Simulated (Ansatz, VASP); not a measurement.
**Cu in VASP and in Ansatz**

```
Cu
1.0
     0.00000    1.77686    1.77686
     1.77686    0.00000    1.77686
     1.77686    1.77686    0.00000
Cu
1
Direct
  0.00000 0.00000 0.00000
```

Alike in both runs: task single point; functional PBE; k mesh 11 × 11 × 11; occupations fermi-dirac, width 0.05 eV; no spin polarisation.

```csv
,VASP,Ansatz
version,VASP 6.6.1,Ansatz 0.2.0
potentials or method,"VASP PAW PBE potentials, release 64 (Cu), cutoff 600 eV","plane waves, PAW"
valence electrons in the cell,11,19
```

```tsv
	VASP	Ansatz	Ansatz less VASP
pressure (GPa)	10.8	10.2	-0.61
```

The functional is the same, so the differences come from potentials, cutoffs and numerics. VASP's potentials hold 11 valence electrons a cell and Ansatz's 19, so a difference there can come from the potentials and not from the codes.
